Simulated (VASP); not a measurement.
# CdSe (sol) (P6_3mc) in VASP: notebook

CdSe (sol) is run at these levels: PBEsol; tasks: single point, relaxation of cell and atoms.

All numbers are computed with VASP 6.6.1; they aren't measurements. Logs are shortened: lines on timing, memory, paths and dates and some standing lists are left out, and cuts for length are marked.

## 1. The cell of the first run

The structure is hexagonal, space group P6_3mc (No. 186). The conventional cell has a = 4.346 Å, b = 4.346 Å, c = 7.090 Å, α = 90.00°, β = 90.00°, γ = 120.00°. Cd (site symmetry 3m) has 4 Se at 2.66 to 2.67 Å within 3.5 Å. Se (site symmetry 3m) has 4 Cd at 2.66 to 2.67 Å within 3.5 Å.

## 2. Single point, PBEsol

Input file INCAR:

```
SYSTEM = CdSe
PREC = Accurate
ENCUT = 520
EDIFF = 1E-6
ISMEAR = 0
SIGMA = 0.1
LREAL = .FALSE.
LASPH = .TRUE.
NELM = 100
ALGO = Normal
ISIF = 2
LWAVE = .FALSE.
LCHARG = .FALSE.
GGA = PS
NBANDS = 26
```

Input file KPOINTS:

```
Automatic mesh
0
G
  6 6 4
  0 0 0
```

Input file POSCAR:

```
CdSe
1.0
    4.3460853800      0.0000000000      0.0000000000
   -2.1730426900      3.7638203500      0.0000000000
    0.0000000000      0.0000000000      7.0898398800
Cd Se
2 2
Direct
    0.6666666700      0.3333333300      0.4999533600
    0.3333333300      0.6666666700      0.9999533600
    0.6666666700      0.3333333300      0.8759066400
    0.3333333300      0.6666666700      0.3759066400
```

Potentials or basis: VASP PAW PBE potentials, release 64 (Cd, Se).

On the command line:

```
cat potpaw_PBE.64/Cd/POTCAR potpaw_PBE.64/Se/POTCAR > POTCAR
mpirun -np 1 vasp_std > vasp.out
```

OUTCAR:

```text
SYSTEM = CdSe
   PREC = Accurate
   ENCUT = 520
   EDIFF = 1E-6
   ISMEAR = 0
   LREAL = .FALSE.
   LASPH = .TRUE.
   NELM = 100
   ISIF = 2
   GGA = PS

 ion  position               nearest neighbor table
   1  0.667  0.333  0.500-   4 2.66   4 2.66   4 2.66   3 2.67
   2  0.333  0.667  1.000-   3 2.66   3 2.66   3 2.66   4 2.67
   3  0.667  0.333  0.876-   2 2.66   2 2.66   2 2.66   1 2.67
   4  0.333  0.667  0.376-   1 2.66   1 2.66   1 2.66   2 2.67

  LATTYP: Found a hexagonal cell.
 ALAT       =     4.3460853800
 C/A-ratio  =     1.6313162904

  Lattice vectors:

 A1 = (   4.3460853800,   0.0000000000,   0.0000000000)
 A2 = (  -2.1730426900,   3.7638203500,   0.0000000000)
 A3 = (   0.0000000000,   0.0000000000,   7.0898398800)

Analysis of symmetry for initial positions (statically):
=====================================================================
 Subroutine PRICEL returns:
 Original cell was already a primitive cell.

 Routine SETGRP: Setting up the symmetry group for a
 hexagonal supercell.

 Subroutine GETGRP returns: Found 12 space group operations
 (whereof  6 operations were pure point group operations)
 out of a pool of 24 trial point group operations.

The static configuration has the point symmetry C_3v.
 The point group associated with its full space group is C_6v.

Analysis of symmetry for dynamics (positions and initial velocities):
=====================================================================
 Subroutine PRICEL returns:
 Original cell was already a primitive cell.

 Routine SETGRP: Setting up the symmetry group for a
 hexagonal supercell.

 Subroutine GETGRP returns: Found 12 space group operations
 (whereof  6 operations were pure point group operations)
 out of a pool of 24 trial point group operations.

The dynamic configuration has the point symmetry C_3v.
 The point group associated with its full space group is C_6v.

 Subroutine INISYM returns: Found 12 space group operations
 (whereof  6 operations are pure point group operations),
 and found     1 'primitive' translations

----------------------------------------------------------------------------------------

                                     Primitive cell

  volume of cell :     115.9748

  direct lattice vectors                    reciprocal lattice vectors
     4.346085380  0.000000000  0.000000000     0.230092120  0.132843747  0.000000000
    -2.173042690  3.763820350  0.000000000     0.000000000  0.265687495  0.000000000
     0.000000000  0.000000000  7.089839880     0.000000000  0.000000000  0.141046909

  length of vectors
     4.346085380  4.346085383  7.089839880     0.265687495  0.265687495  0.141046909

  position of ions in fractional coordinates (direct lattice)
     0.666666670  0.333333330  0.499953360
     0.333333330  0.666666670  0.999953360
     0.666666670  0.333333330  0.875906640
     0.333333330  0.666666670  0.375906640

  ion indices of the primitive-cell ions
   primitive index   ion index
                 1           1
                 2           2
                 3           3
                 4           4

----------------------------------------------------------------------------------------

 KPOINTS: Automatic mesh

Automatic generation of k-mesh.
 Grid dimensions read from file:
 generate k-points for:    6    6    4

 Generating k-lattice:

  Cartesian coordinates                     Fractional coordinates (reciprocal lattice)
     0.038348687  0.022140625  0.000000000     0.166666667  0.000000000  0.000000000
     0.000000000  0.044281249  0.000000000     0.000000000  0.166666667  0.000000000
     0.000000000  0.000000000  0.035261727     0.000000000  0.000000000  0.250000000

  Length of vectors
     0.044281249  0.044281249  0.035261727

  Shift w.r.t. Gamma in fractional coordinates (k-lattice)
     0.000000000  0.000000000  0.000000000

 Subroutine IBZKPT returns following result:
 ===========================================

 Found     21 irreducible k-points:

 Following reciprocal coordinates:
            Coordinates               Weight
  0.000000  0.000000  0.000000      1.000000
  0.166667  0.000000  0.000000      6.000000
  0.333333  0.000000  0.000000      6.000000
  0.500000 -0.000000  0.000000      3.000000
  0.166667  0.166667  0.000000      6.000000
  0.333333  0.166667  0.000000     12.000000
[... 13 lines left out ...]
  0.333333  0.166667  0.500000     12.000000
  0.333333  0.333333  0.500000      2.000000
   k-points           NKPTS =     21   k-points in BZ     NKDIM =     21   number of bands    NBANDS=     26
   number of dos      NEDOS =    301   number of ions     NIONS =      4
   total plane-waves  NPLWV =  55296
   dimension x,y,z NGX =    32 NGY =   32 NGZ =   54
   dimension x,y,z NGXF=    64 NGYF=   64 NGZF=  108
   ions per type =               2   2
   NGX,Y,Z   is equivalent  to a cutoff of  12.24, 12.24, 12.66 a.u.
   NGXF,Y,Z  is equivalent  to a cutoff of  24.48, 24.48, 25.32 a.u.
 SYSTEM =  CdSe
   PREC   = accura    normal or accurate (medium, high low for compatibility)
   ISTART =      0    job   : 0-new  1-cont  2-samecut
   ICHARG =      2    charge: 1-file 2-atom 10-const
   ISPIN  =      1    spin polarized calculation?
   LNONCOLLINEAR =      F non collinear calculations
   LSORBIT =      F    spin-orbit coupling
   LASPH  =      T    aspherical Exc in radial PAW
   ENCUT  =  520.0 eV  38.22 Ry    6.18 a.u.   8.08  8.08 13.18*2*pi/ulx,y,z
   NELM   =    100;   NELMIN=  2; NELMDL= -5     # of ELM steps
   EDIFF  = 0.1E-05   stopping-criterion for ELM
   LREAL  =      F    real-space projection
   EDIFFG = 0.1E-04   stopping-criterion for IOM
   NSW    =      0    number of steps for IOM
   IBRION =     -1    ionic relax: 0-MD 1-quasi-New 2-CG
   NFREE  =      0    steps in history (QN), initial steepest desc. (CG)
   ISIF   =      2    stress and relaxation
   ISYM   =      2    0-nonsym 1-usesym 2-fastsym
   POTIM  = 0.5000    time-step for ionic-motion
   TEBEG  =    0.0;   TEEND  =   0.0 temperature during run
   PSTRESS=    0.0 pullay stress
   NELECT =      36.0000    total number of electrons
   NUPDOWN=      -1.0000    fix difference up-down
   EMIN   =  10.00;   EMAX   =-10.00  energy-range for DOS
   EFERMI =   0.00;   METHOD = LEGACY
   ISMEAR =     0;   SIGMA  =   0.10  broadening in eV -4-tet -1-fermi 0-gaus
   EFERMI_NEDOS =   21; number of points for ismear=-14 and -15
   IALGO  =     38    algorithm
   IMIX   =      4    mixing-type and parameters
     AMIX     =   0.40;   BMIX     =  1.00
     AMIX_MAG =   1.60;   BMIX_MAG =  1.00
  volume/ion in A,a.u.               =      28.99       195.66
  Fermi-wavevector in a.u.,A,eV,Ry     =   1.108463  2.094691 16.717341  1.228690
  Thomas-Fermi vector in A             =   2.244990
   LORBIT       =      0    0 simple, 1 ext, 2 COOP (PROOUT), +10 PAW based schemes
   GGA     = PS    functional components
   LHFCALC =     F    Hartree Fock is set to
   AEXX    =    0.0000 exact exchange contribution
   IVDW    =     0    specifies the selected vdW correction
   LEPSILON=     F    determine dielectric tensor
   LRPA    =     F    only Hartree local field effects (RPA)
 non-spin polarized calculation
 Gauss-broadening in eV      SIGMA  =   0.10
  energy-cutoff  :      520.00
  volume of cell :      115.97
 maximum number of plane-waves:      3144
   NGX = 17   NGY = 17   NGZ = 27

 number of electron      36.0000002 magnetization

 Free energy of the ion-electron system (eV)
  ---------------------------------------------------
  ext. energy  EPLUGINS =         0.00000000
  ---------------------------------------------------
  free energy    TOTEN  =       -12.33769429 eV

  energy without entropy =      -12.33769044  energy(sigma->0) =      -12.33769237

 E-fermi :   0.8282     XC(G=0):  -8.9526

 val. band max:        0.5827403029   @ k =   0.0000   0.0000   0.0000
 cond. band min:       1.0594182571   @ k =   0.0000   0.0000   0.0000
 fundamental gap:      0.4766779542
 Fermi energy:         0.8282030418

 k-point     1 :       0.0000    0.0000    0.0000
  band No.  band energies     occupation
      1     -11.8806      2.00000
      2     -11.5221      2.00000
      3      -7.2262      2.00000
      4      -7.2208      2.00000
      5      -7.2208      2.00000
      6      -7.1581      2.00000
[... 18 lines left out ...]
     25       7.4966      0.00000
     26       8.0562      0.00000

 k-point     2 :       0.1667    0.0000    0.0000
  band No.  band energies     occupation
      1     -11.8022      2.00000
      2     -11.4870      2.00000
      3      -7.2025      2.00000
      4      -7.1940      2.00000
      5      -7.1596      2.00000
      6      -7.1217      2.00000
[... 18 lines left out ...]
     25       7.6565      0.00000
     26       8.1022      0.00000

 k-point     3 :       0.3333    0.0000    0.0000
  band No.  band energies     occupation
      1     -11.6312      2.00000
      2     -11.4278      2.00000
      3      -7.1615      2.00000
      4      -7.1517      2.00000
      5      -7.0539      2.00000
      6      -7.0452      2.00000
[... 18 lines left out ...]
     25       8.2762      0.00000
     26       8.6093      0.00000

 k-point     4 :       0.5000   -0.0000    0.0000
  band No.  band energies     occupation
      1     -11.5284      2.00000
      2     -11.4141      2.00000
      3      -7.1475      2.00000
      4      -7.1378      2.00000
      5      -7.0102      2.00000
      6      -6.9943      2.00000
[... 18 lines left out ...]
     25       8.3303      0.00000
     26      10.0241      0.00000
[... 409 lines left out ...]
      1     -11.5541      2.00000
      2     -11.5541      2.00000
      3      -7.1293      2.00000
      4      -7.1293      2.00000
      5      -7.1095      2.00000
      6      -7.1095      2.00000
[... 18 lines left out ...]
     25       7.9620      0.00000
     26       7.9620      0.00000

 k-point    20 :       0.3333    0.1667    0.5000
  band No.  band energies     occupation
      1     -11.4657      2.00000
      2     -11.4657      2.00000
      3      -7.1050      2.00000
      4      -7.1050      2.00000
      5      -7.0766      2.00000
      6      -7.0766      2.00000
[... 18 lines left out ...]
     25       8.4031      0.00000
     26       8.4031      0.00000

 k-point    21 :       0.3333    0.3333    0.5000
  band No.  band energies     occupation
      1     -11.4368      2.00000
      2     -11.4368      2.00000
      3      -7.0847      2.00000
      4      -7.0847      2.00000
      5      -7.0755      2.00000
      6      -7.0755      2.00000
[... 18 lines left out ...]
     25       9.1945      0.00000
     26       9.1955      0.00000

------------------------ aborting loop because EDIFF is reached ----------------------------------------

  FORCE on cell =-STRESS in cart. coord.  units (eV):
  Direction    XX          YY          ZZ          XY          YZ          ZX
  --------------------------------------------------------------------------------------
  -------------------------------------------------------------------------------------
  Total       -0.8293095     -0.8293095     -0.8544405      0.0000000      0.0000000      0.0000000
  in kB      -11.4568090    -11.4568090    -11.8039898      0.0000000      0.0000000      0.0000000
  external PRESSURE =     -11.5725359 kB  Pullay stress =       0.0000000 kB

 VOLUME and BASIS-vectors are now :
 -----------------------------------------------------------------------------
  energy-cutoff  :      520.00
  volume of cell :      115.97
      direct lattice vectors                 reciprocal lattice vectors
     4.346085380  0.000000000  0.000000000     0.230092120  0.132843747  0.000000000
    -2.173042690  3.763820350  0.000000000     0.000000000  0.265687495  0.000000000
     0.000000000  0.000000000  7.089839880     0.000000000  0.000000000  0.141046909

 POSITION                                       TOTAL-FORCE (eV/Angst)
 -----------------------------------------------------------------------------------
      2.17304      1.25461      3.54459         0.000000      0.000000      0.003432
     -0.00000      2.50921      7.08951        -0.000000     -0.000000      0.003432
      2.17304      1.25461      6.21004         0.000000     -0.000000     -0.003432
     -0.00000      2.50921      2.66512        -0.000000      0.000000     -0.003432
 -----------------------------------------------------------------------------------
    total drift:                               -0.000013      0.000007     -0.000411

  FREE ENERGIE OF THE ION-ELECTRON SYSTEM (eV)
  ---------------------------------------------------
  free  energy   TOTEN  =       -12.3376942923 eV

  energy  without entropy=      -12.3376904442  energy(sigma->0) =      -12.33769237
```

Run time: 24 s. Hardware: 1 thread of Intel Xeon 6975P-C (Granite Rapids), shared host; peak memory 0.24 GiB.

Results:

```
Free energy            : -12.3377 eV
Pressure               : -1.2 GPa
Largest force          : 0.003 eV/Å
Band gap on the k mesh : 0.48 eV, direct
```

Forces on the atoms (eV/Å):
```
Cd   0.000  0.000  0.003
Cd   0.000  0.000  0.003
Se   0.000  0.000 -0.003
Se   0.000  0.000 -0.003
```

Levels at points of the mesh, in eV from the valence-band top:
```csv
k point,band 14,band 15,band 16,band 17,band 18,band 19,band 20,band 21,band 22,band 23
"(0.00, 0.00, 0.00)",-0.73,-0.73,-0.05,0.00,0.00,0.48,2.06,5.77,5.77,6.06
"(0.50, 0.00, 0.00)",-3.57,-2.57,-1.78,-1.29,-0.73,3.07,3.23,4.67,5.95,6.37
"(0.00, 0.00, 0.50)",-2.63,-0.38,-0.38,-0.38,-0.38,2.22,2.22,5.70,5.70,6.17
"(0.50, 0.00, 0.50)",-4.12,-1.31,-1.31,-1.30,-1.30,2.81,2.81,4.74,4.74,7.52
```

Caveat: the PAW data sets were made with another functional, which shifts forces and pressure a little. Expect the measured gap to be larger: semilocal functionals such as PBEsol lack the derivative discontinuity.

## 3. Single point, PBEsol

This run uses another cell than the first one, of 28.14 Å³/atom, 0.970 times its volume.

Input file INCAR:

```
ALGO = Normal ; EDIFF = 1E-7
ENCUT = 520 ; GGA = PS
ISIF = 2 ; ISMEAR = 0
LASPH = T ; LCHARG = T
LELF = T ; LREAL = F
LVHAR = T ; LWAVE = F
NBANDS = 26 ; NELM = 100
PREC = Accurate ; SIGMA = 0.02
```

Input file KPOINTS:

```
k-points
0
Gamma
  9 9 6
```

Input file POSCAR:

```
CdSe
1.0
    4.3020373087      0.0000000000      0.0000000000
   -2.1510186543      3.7256735973      0.0000000000
    0.0000000000      0.0000000000      7.0215914313
Cd Se
2 2
Direct
    0.6666666667      0.3333333333      0.5001049934
    0.3333333333      0.6666666667      1.0001049934
    0.6666666667      0.3333333333      0.8757550066
    0.3333333333      0.6666666667      0.3757550066
```

Potentials or basis: VASP PAW PBE potentials, release 64 (Cd, Se).

On the command line:

```
cat potpaw_PBE.64/Cd/POTCAR potpaw_PBE.64/Se/POTCAR > POTCAR
mpirun -np 1 vasp_std > vasp.out
```

Wall time 72 s (1 thread of Intel Xeon 6975P-C, shared host); peak memory 0.3 GiB.

It converged, with:

* Free energy: -12.3520 eV
* Pressure: 0.3 GPa
* Band gap on the k mesh: 0.54 eV, direct

Levels at points of the mesh, in eV from the valence-band top:
| k point | band 16 | band 17 | band 18 | band 19 | band 20 | band 21 |
| --- | --- | --- | --- | --- | --- | --- |
| (0.00, 0.00, 0.00) | -0.05 | 0.00 | 0.00 | 0.54 | 2.10 | 5.78 |
| (0.00, 0.00, 0.50) | -0.41 | -0.41 | -0.41 | 2.28 | 2.28 | 5.75 |

Caveat: the PAW data sets were made with another functional, which shifts forces and pressure a little.

## 4. Relaxation of cell and atoms, PBEsol

Input file INCAR:

```
PREC = Accurate
ENCUT = 600
EDIFF = 1E-6
ISMEAR = 0
SIGMA = 0.02
LREAL = F
LASPH = T
NELM = 80
ALGO = Normal
ISIF = 3
LWAVE = F
LCHARG = F
GGA = PS
IBRION = 2
NSW = 100
EDIFFG = -0.002
```

Input file KPOINTS:

```
regular mesh
0
Gamma
  9 9 6
```

Input file POSCAR:

```
CdSe
1.0
    4.3460853800      0.0000000000      0.0000000000
   -2.1730426900      3.7638203500      0.0000000000
    0.0000000000      0.0000000000      7.0898398800
Cd Se
2 2
Direct
    0.6666666700      0.3333333300      0.4999533600
    0.3333333300      0.6666666700      0.9999533600
    0.6666666700      0.3333333300      0.8759066400
    0.3333333300      0.6666666700      0.3759066400
```

On the command line:

```
cat potpaw_PBE.64/Cd/POTCAR potpaw_PBE.64/Se/POTCAR > POTCAR
mpirun -np 1 vasp_std > vasp.out
```

Wall time 11 min (1 thread of Intel Xeon 6975P-C, shared host); peak memory 0.37 GiB.

It converged, with:

```yaml
Free_energy: -12.3536 eV
Relaxed_volume: 28.29 Å³/atom
Relaxed_cell: a = 4.310 Å, b = 4.310 Å, c = 7.034 Å, α = 90.00°, β = 90.00°, γ = 120.00°
Space_group_after_relaxing_to_0.05_Å: P6_3mc (No. 186)
Energy_gained_by_relaxing: 2.7 meV/atom
Ionic_steps: 16
Pressure_after_relaxing: 0.0 GPa
Band_gap_on_the_k_mesh: 0.53 eV, direct
```

The path:
```csv
step,energy change (eV),largest force (eV/Å),pressure (GPa),volume (Å³)
1,0.0000,0.0022,-1.20,115.97
2,-0.0099,0.0046,0.39,112.36
3,-0.0108,0.0039,0.00,113.17
4,-0.0108,0.0039,0.00,113.11
5,-0.0108,0.0018,0.03,113.11
6,-0.0108,0.0005,0.02,113.11
7,-0.0108,0.0034,0.02,113.11
8,-0.0108,0.0007,0.03,113.11
9,-0.0108,0.0018,0.03,113.12
10,-0.0108,0.0026,0.02,113.13
11,-0.0108,0.0043,0.00,113.16
12,-0.0108,0.0030,0.00,113.15
13,-0.0108,0.0023,0.01,113.14
14,-0.0108,0.0019,0.02,113.14
15,-0.0108,0.0008,0.01,113.15
16,-0.0108,0.0013,0.01,113.17
```

Final structure:
```
CELL_PARAMETERS angstrom
4.31009 0.00000 0.00000
-2.15504 3.73265 0.00000
0.00000 0.00000 7.03435
ATOMIC_POSITIONS crystal
Cd 0.66667 0.33333 0.50006
Cd 0.33333 0.66667 0.00006
Se 0.66667 0.33333 0.87580
Se 0.33333 0.66667 0.37580
```

Levels at points of the mesh, in eV from the valence-band top:
```csv
k point,band 14,band 15,band 16,band 17,band 18,band 19,band 20,band 21,band 22
"(0.00, 0.00, 0.00)",-0.77,-0.77,-0.05,0.00,0.00,0.53,2.09,5.78,5.78
"(0.00, 0.00, 0.50)",-2.70,-0.40,-0.40,-0.40,-0.40,2.27,2.27,5.74,5.74
```

Caveat: the PAW data sets were made with another functional, which shifts forces and pressure a little.

## 5. Summary

| task | cell | k mesh | cutoff (eV) | smearing | gap on the mesh (eV) | pressure (GPa) |
| --- | --- | --- | --- | --- | --- | --- |
| single point | a = 4.346, b = 4.346, c = 7.090 Å, angles 90.0, 90.0, 120.0°, 4 atoms | 6 × 6 × 4 | 520 | gaussian 0.1 eV | 0.48 | -1.2 |
| single point | a = 4.302, b = 4.302, c = 7.022 Å, angles 90.0, 90.0, 120.0°, 4 atoms | 9 × 9 × 6 | 520 | gaussian 0.02 eV | 0.54 | 0.3 |
| relaxation of cell and atoms | relaxed from a = 4.346, b = 4.346, c = 7.090 Å, angles 90.0, 90.0, 120.0°, 4 atoms | 9 × 9 × 6 | 600 | gaussian 0.02 eV | 0.53 | 0.0 |

Alike in all rows: level PBEsol; potentials or basis VASP PAW PBE potentials, release 64 (Cd, Se); no spin polarisation.

Caveats: the PAW data sets were made with another functional, which shifts forces and pressure a little.

Absolute energies hang on the potentials; compare differences alone.
